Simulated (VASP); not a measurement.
# CdSe (P6_3mc) in VASP: relaxation of cell and atoms with r2SCAN

Aim: the relaxation of cell and atoms of CdSe with r2SCAN.

Everything below comes from runs of VASP 6.6.1. Logs are shortened: lines on timing, memory, paths and dates and some standing lists are left out, and cuts for length are marked.

## Step 1: The cell of the first run

Symmetry: P6_3mc, No. 186, hexagonal system. Conventional cell: a = 3.950 Å, b = 3.950 Å, c = 6.766 Å, α = 90.00°, β = 90.00°, γ = 120.00°. Cd (site symmetry 3m) has 4 Se at 2.45 to 2.47 Å within 3.2 Å. Se (site symmetry 3m) has 4 Cd at 2.45 to 2.47 Å within 3.2 Å.

## Step 2: Relaxation of cell and atoms, r2SCAN, target pressure 20 GPa, at which the enthalpy is minimised

POSCAR reads:

```
CdSe
1.0
    3.9503516151      0.0000000000      0.0000000000
   -1.9751758076      3.4211048526      0.0000000000
    0.0000000000      0.0000000000      6.7659990493
Cd Se
2 2
Direct
    0.3333333333      0.6666666667      0.0117934014
    0.6666666667      0.3333333333      0.5117934014
    0.3333333333      0.6666666667      0.3732065986
    0.6666666667      0.3333333333      0.8732065986
```

INCAR.step1 reads:

```
PREC = Accurate ; ENCUT = 550
ISMEAR = 0 ; SIGMA = 0.02
LREAL = F ; LASPH = T
NELM = 120 ; GGA = PE
ALGO = Normal ; EDIFF = 1E-5
LWAVE = T ; LCHARG = F
GGA_COMPAT = F ; IBRION = 2
ISIF = 3 ; EDIFFG = -0.005
NELMIN = 4 ; NSW = 100
```

INCAR.step2 reads:

```
PREC = Accurate ; ENCUT = 550
EDIFF = 1E-7 ; ISMEAR = 0
SIGMA = 0.02 ; LREAL = F
LASPH = T ; NELM = 120
ALGO = Normal ; ISIF = 3
LWAVE = F ; LCHARG = F
METAGGA = R2SCAN ; LMIXTAU = T
IBRION = 2 ; NSW = 100
EDIFFG = -0.002 ; PSTRESS = 200.0
ISTART = 1 ; GGA_COMPAT = F
NELMIN = 4
```

KPOINTS reads:

```
regular mesh
0
Gamma
  9 9 4
```

Potentials or basis: VASP PAW PBE potentials, release 64 (Cd, Se).

On the command line:

```bash
cat potpaw_PBE.64/Cd/POTCAR potpaw_PBE.64/Se/POTCAR > POTCAR
cp INCAR.step1 INCAR
mpirun -np 1 vasp_std > vasp.out
cp INCAR.step2 INCAR
mpirun -np 1 vasp_std > vasp.out
```

OUTCAR:

```text
PREC = Accurate
   ENCUT = 550
   EDIFF = 1E-7
   ISMEAR = 0
   LREAL = F
   LASPH = T
   NELM = 120
   ISIF = 3
   METAGGA = R2SCAN
   IBRION = 2
   NSW = 100
   EDIFFG = -0.002
   PSTRESS = 200.0
   ISTART = 1
   NELMIN = 4

 ion  position               nearest neighbor table
   1  0.333  0.667  0.012-   3 2.45   4 2.47   4 2.47   4 2.47
   2  0.667  0.333  0.512-   4 2.45   3 2.47   3 2.47   3 2.47
   3  0.333  0.667  0.373-   1 2.45   2 2.47   2 2.47   2 2.47
   4  0.667  0.333  0.873-   2 2.45   1 2.47   1 2.47   1 2.47

  LATTYP: Found a hexagonal cell.
 ALAT       =     3.9503516151
 C/A-ratio  =     1.7127586880

  Lattice vectors:

 A1 = (   3.9503516151,   0.0000000000,   0.0000000000)
 A2 = (  -1.9751758076,   3.4211048526,   0.0000000000)
 A3 = (   0.0000000000,   0.0000000000,   6.7659990493)

Analysis of symmetry for initial positions (statically):
=====================================================================
 Subroutine PRICEL returns:
 Original cell was already a primitive cell.

 Routine SETGRP: Setting up the symmetry group for a
 hexagonal supercell.

 Subroutine GETGRP returns: Found 12 space group operations
 (whereof  6 operations were pure point group operations)
 out of a pool of 24 trial point group operations.

The static configuration has the point symmetry C_3v.
 The point group associated with its full space group is C_6v.

Analysis of symmetry for dynamics (positions and initial velocities):
=====================================================================
 Subroutine PRICEL returns:
 Original cell was already a primitive cell.

 Routine SETGRP: Setting up the symmetry group for a
 hexagonal supercell.

 Subroutine GETGRP returns: Found 12 space group operations
 (whereof  6 operations were pure point group operations)
 out of a pool of 24 trial point group operations.

The dynamic configuration has the point symmetry C_3v.
 The point group associated with its full space group is C_6v.

 Subroutine INISYM returns: Found 12 space group operations
 (whereof  6 operations are pure point group operations),
 and found     1 'primitive' translations

----------------------------------------------------------------------------------------

                                     Primitive cell

  volume of cell :      91.4395

  direct lattice vectors                    reciprocal lattice vectors
     3.950351615  0.000000000  0.000000000     0.253142023  0.146151615  0.000000000
    -1.975175808  3.421104853  0.000000000     0.000000000  0.292303230  0.000000000
     0.000000000  0.000000000  6.765999049     0.000000000  0.000000000  0.147797833

  length of vectors
     3.950351615  3.950351615  6.765999049     0.292303230  0.292303230  0.147797833

  position of ions in fractional coordinates (direct lattice)
     0.333333333  0.666666667  0.011793401
     0.666666667  0.333333333  0.511793401
     0.333333333  0.666666667  0.373206599
     0.666666667  0.333333333  0.873206599

  ion indices of the primitive-cell ions
   primitive index   ion index
                 1           1
                 2           2
                 3           3
                 4           4

----------------------------------------------------------------------------------------

 KPOINTS: regular mesh

Automatic generation of k-mesh.
 Grid dimensions read from file:
 generate k-points for:    9    9    4

 Generating k-lattice:

  Cartesian coordinates                     Fractional coordinates (reciprocal lattice)
     0.028126891  0.016239068  0.000000000     0.111111111  0.000000000  0.000000000
     0.000000000  0.032478137  0.000000000     0.000000000  0.111111111  0.000000000
     0.000000000  0.000000000  0.036949458     0.000000000  0.000000000  0.250000000

  Length of vectors
     0.032478137  0.032478137  0.036949458

  Shift w.r.t. Gamma in fractional coordinates (k-lattice)
     0.000000000  0.000000000  0.000000000

 Subroutine IBZKPT returns following result:
 ===========================================

 Found     36 irreducible k-points:

 Following reciprocal coordinates:
            Coordinates               Weight
  0.000000  0.000000  0.000000      1.000000
  0.111111  0.000000  0.000000      6.000000
  0.222222  0.000000  0.000000      6.000000
  0.333333  0.000000  0.000000      6.000000
  0.444444  0.000000  0.000000      6.000000
  0.111111  0.111111  0.000000      6.000000
[... 16 lines left out ...]
  0.333333  0.222222  0.250000     24.000000
  0.333333  0.333333  0.250000      4.000000
 [... further k-points ...]
   k-points           NKPTS =     36   k-points in BZ     NKDIM =     36   number of bands    NBANDS=     22
   number of dos      NEDOS =    301   number of ions     NIONS =      4
   total plane-waves  NPLWV =  48600
   dimension x,y,z NGX =    30 NGY =   30 NGZ =   54
   dimension x,y,z NGXF=    60 NGYF=   60 NGZF=  108
   ions per type =               2   2
   NGX,Y,Z   is equivalent  to a cutoff of  12.63, 12.63, 13.27 a.u.
   NGXF,Y,Z  is equivalent  to a cutoff of  25.25, 25.25, 26.54 a.u.
 SYSTEM =  unknown system
   PREC   = accura    normal or accurate (medium, high low for compatibility)
   ISTART =      1    job   : 0-new  1-cont  2-samecut
   ICHARG =      0    charge: 1-file 2-atom 10-const
   ISPIN  =      1    spin polarized calculation?
   LNONCOLLINEAR =      F non collinear calculations
   LSORBIT =      F    spin-orbit coupling
   LASPH  =      T    aspherical Exc in radial PAW
   ENCUT  =  550.0 eV  40.42 Ry    6.36 a.u.   7.55  7.55 12.94*2*pi/ulx,y,z
   NELM   =    120;   NELMIN=  4; NELMDL=  0     # of ELM steps
   EDIFF  = 0.1E-06   stopping-criterion for ELM
   LREAL  =      F    real-space projection
   EDIFFG = -.2E-02   stopping-criterion for IOM
   NSW    =    100    number of steps for IOM
   IBRION =      2    ionic relax: 0-MD 1-quasi-New 2-CG
   NFREE  =      1    steps in history (QN), initial steepest desc. (CG)
   ISIF   =      3    stress and relaxation
   ISYM   =      2    0-nonsym 1-usesym 2-fastsym
   POTIM  = 0.5000    time-step for ionic-motion
   TEBEG  =    0.0;   TEEND  =   0.0 temperature during run
   PSTRESS=  200.0 pullay stress
   NELECT =      36.0000    total number of electrons
   NUPDOWN=      -1.0000    fix difference up-down
   EMIN   =  10.00;   EMAX   =-10.00  energy-range for DOS
   EFERMI =   0.00;   METHOD = LEGACY
   ISMEAR =     0;   SIGMA  =   0.02  broadening in eV -4-tet -1-fermi 0-gaus
   EFERMI_NEDOS =   21; number of points for ismear=-14 and -15
   IALGO  =     38    algorithm
   IMIX   =      4    mixing-type and parameters
     AMIX     =   0.40;   BMIX     =  1.00
     AMIX_MAG =   1.60;   BMIX_MAG =  1.00
  volume/ion in A,a.u.               =      22.86       154.27
  Fermi-wavevector in a.u.,A,eV,Ry     =   1.199861  2.267409 19.587854  1.439667
  Thomas-Fermi vector in A             =   2.335712
   LORBIT       =      0    0 simple, 1 ext, 2 COOP (PROOUT), +10 PAW based schemes
   METAGGA = R2SCAN    functional components
   LHFCALC =     F    Hartree Fock is set to
   AEXX    =    0.0000 exact exchange contribution
   IVDW    =     0    specifies the selected vdW correction
   LEPSILON=     F    determine dielectric tensor
   LRPA    =     F    only Hartree local field effects (RPA)
 conjugate gradient relaxation of ions
 non-spin polarized calculation
 Gauss-broadening in eV      SIGMA  =   0.02
  energy-cutoff  :      550.00
  volume of cell :       91.44
 maximum number of plane-waves:      2708
 NGX is ok and might be reduce to    30
   NGX = 15   NGY = 15   NGZ = 25

--------------------------------------- Ionic step        1  -------------------------------------------

 number of electron      35.9999988 magnetization

 Free energy of the ion-electron system (eV)
  ---------------------------------------------------
  ext. energy  EPLUGINS =         0.00000000
  ---------------------------------------------------
  free energy    TOTEN  =       -70.54254078 eV

  energy without entropy =      -70.54254078  energy(sigma->0) =      -70.54254078

------------------------ aborting loop because EDIFF is reached ----------------------------------------

  FORCE on cell =-STRESS in cart. coord.  units (eV):
  Direction    XX          YY          ZZ          XY          YZ          ZX
  --------------------------------------------------------------------------------------
  -------------------------------------------------------------------------------------
  Total       11.7994600     11.7994600     11.8276609     -0.0000000     -0.0000000      0.0000000
  in kB      206.7467271    206.7467271    207.2408547     -0.0000000     -0.0000000      0.0000000
  external PRESSURE =       6.9114363 kB  Pullay stress =     200.0000000 kB
[... 99 lines left out ...]
  FREE ENERGIE OF THE ION-ELECTRON SYSTEM (eV)
  ---------------------------------------------------
  free  energy   TOTEN  =       -70.6017728640 eV

  energy  without entropy=      -70.6017728640  energy(sigma->0) =      -70.60177286

  enthalpy is  TOTEN    =       -59.1291240824 eV   P V=       11.4726487816

[... ionic steps 4 to 11 ...]

--------------------------------------- Ionic step       12  -------------------------------------------

 number of electron      35.9999990 magnetization

------------------------ aborting loop because EDIFF is reached ----------------------------------------

  FORCE on cell =-STRESS in cart. coord.  units (eV):
  Direction    XX          YY          ZZ          XY          YZ          ZX
  --------------------------------------------------------------------------------------
  -------------------------------------------------------------------------------------
  Total       11.4734227     11.4734227     11.4926574     -0.0000000     -0.0000000      0.0000000
  in kB      199.9969566    199.9969567    200.3322435     -0.0000000     -0.0000000      0.0000000
  external PRESSURE =       0.1087189 kB  Pullay stress =     200.0000000 kB
[... 65 lines left out ...]
  enthalpy is  TOTEN    =       -59.1291311919 eV   P V=       11.4742407819

--------------------------------------- Ionic step       14  -------------------------------------------

 number of electron      35.9999991 magnetization

 Free energy of the ion-electron system (eV)
  ---------------------------------------------------
  ext. energy  EPLUGINS =         0.00000000
  ---------------------------------------------------
  free energy    TOTEN  =       -70.60439735 eV

  energy without entropy =      -70.60439735  energy(sigma->0) =      -70.60439735

 E-fermi :   2.6995     XC(G=0): -10.4446

 val. band max:        2.6000012457   @ k =   0.0000   0.0000   0.0000
 cond. band min:       4.0527043465   @ k =   0.0000   0.0000   0.0000
 fundamental gap:      1.4527031008
 Fermi energy:         2.6994669078

 k-point     1 :       0.0000    0.0000    0.0000
  band No.  band energies     occupation
      1     -11.9353      2.00000
      2     -11.3627      2.00000
      3      -6.6541      2.00000
      4      -6.5491      2.00000
      5      -6.5491      2.00000
      6      -6.4132      2.00000
[... 574 lines left out ...]
      6      -6.1882      2.00000
[... 14 lines left out ...]
     21       7.5377      0.00000
     22       9.7916      0.00000

 [... further k-points ...]

------------------------ aborting loop because EDIFF is reached ----------------------------------------

  FORCE on cell =-STRESS in cart. coord.  units (eV):
  Direction    XX          YY          ZZ          XY          YZ          ZX
  --------------------------------------------------------------------------------------
  -------------------------------------------------------------------------------------
  Total       11.4742725     11.4742725     11.4676315     -0.0000000      0.0000000      0.0000000
  in kB      199.9826896    199.9826897    199.8669448     -0.0000000      0.0000000      0.0000000
  external PRESSURE =      -0.0558920 kB  Pullay stress =     200.0000000 kB
[... 19 lines left out ...]
  FREE ENERGIE OF THE ION-ELECTRON SYSTEM (eV)
  ---------------------------------------------------
  free  energy   TOTEN  =       -70.6043973500 eV

  energy  without entropy=      -70.6043973500  energy(sigma->0) =      -70.60439735

  enthalpy is  TOTEN    =       -59.1291316081 eV   P V=       11.4752657419

 reached required accuracy - stopping structural energy minimisation
```

Wall time 77 min (1 thread of Intel Xeon 8259CL, shared host); peak memory 0.29 GiB.

Results:

- Free energy: -70.6044 eV
- Relaxed volume: 22.98 Å³/atom
- Relaxed cell: a = 3.959 Å, b = 3.959 Å, c = 6.773 Å, α = 90.00°, β = 90.00°, γ = 120.00°
- Space group after relaxing (to 0.1 Å): P6_3mc (No. 186)
- Energy change on relaxing (the run minimises the enthalpy): -15.5 meV/atom
- Ionic steps: 14
- Pressure after relaxing: 20.0 GPa
- Band gap on the k mesh: 1.45 eV

The path:
| step | energy change (eV) | largest force (eV/Å) | pressure (GPa) | volume (Å³) |
| --- | --- | --- | --- | --- |
| 1 | 0.0000 | 0.0025 | 20.69 | 91.44 |
| 2 | -0.1615 | 0.0068 | 18.82 | 92.75 |
| 3 | -0.0592 | 0.0008 | 20.01 | 91.91 |
| 4 | -0.0604 | 0.0008 | 20.00 | 91.92 |
| 5 | -0.0595 | 0.0025 | 20.00 | 91.91 |
| 6 | -0.0587 | 0.0035 | 20.02 | 91.90 |
| 7 | -0.0592 | 0.0029 | 20.01 | 91.91 |
| 8 | -0.0593 | 0.0027 | 20.01 | 91.91 |
| 9 | -0.0593 | 0.0028 | 20.01 | 91.91 |
| 10 | -0.0594 | 0.0030 | 20.01 | 91.91 |
| 11 | -0.0597 | 0.0035 | 20.01 | 91.91 |
| 12 | -0.0602 | 0.0045 | 20.01 | 91.91 |
| 13 | -0.0608 | 0.0027 | 20.00 | 91.92 |
| 14 | -0.0619 | 0.0002 | 19.99 | 91.93 |

Final structure:
```xyz
4
Lattice="3.9588 0.0000 0.0000 -1.9794 3.4285 0.0000 0.0000 0.0000 6.7729" Properties=species:S:1:pos:R:3 pbc="T T T"
Cd    0.0000    2.2856    0.0787
Cd    1.9794    1.1428    3.4652
Se    0.0000    2.2856    2.5288
Se    1.9794    1.1428    5.9153
```

Caveat: the cell is relaxed towards a set pressure, so the run minimises the enthalpy, not the energy; the PAW data sets were made with another functional, which shifts forces and pressure a little.
